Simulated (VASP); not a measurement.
Here is a VASP 6.6.1 calculation.

The input INCAR:

```
PREC     = Accurate       # precision mode
ENCUT    = 520            # plane-wave cutoff, eV
EDIFF    = 1E-6           # SCF threshold, eV
ISMEAR   = 0              # smearing method
SIGMA    = 0.15           # smearing width, eV
LREAL    = F              # projectors in reciprocal space
LASPH    = T              # aspherical terms in the spheres
NELM     = 100            # most SCF steps
ALGO     = Normal         # electronic algorithm
ISIF     = 2              # what is computed and relaxed
LWAVE    = F              # write WAVECAR
LCHARG   = F              # write CHGCAR
GGA      = PS             # functional
NBANDS   = 15             # bands
```

Contents of KPOINTS:

```
Automatic mesh
0
Gamma
  24 24 24
```

Contents of POSCAR:

```
TiC
1.0
    0.0000000000      2.0930183472      2.0393512101
    2.0930183472      0.0000000000      2.0393512101
    2.0930183472      2.0930183472      0.0000000000
Ti C
1 1
Direct
    0.0000000000      0.0000000000      0.0000000000
    0.5000000000      0.5000000000      0.5000000000
```

Potentials or basis: VASP PAW PBE potentials, release 64 (Ti_sv, C).

The run is started by

```sh
$ cat potpaw_PBE.64/Ti_sv/POTCAR potpaw_PBE.64/C/POTCAR > POTCAR
$ mpirun -np 1 vasp_std > vasp.out
```

Predict the band gap on the k mesh.

zero (bands 8 and 9 overlap by 1.49 eV).

What does it give for the pressure?

33.9 GPa.

Stress tensor (GPa, compression positive):
```
28.00  0.00  0.00
 0.00 28.00  0.00
 0.00  0.00 45.62
```

Caveat: the cell differs from its parent crystal (strain -0.025 along x and y, -0.050 along z); the stress differs along the axes, from 28 to 46 GPa; the PAW data sets were made with another functional, which shifts forces and pressure a little.
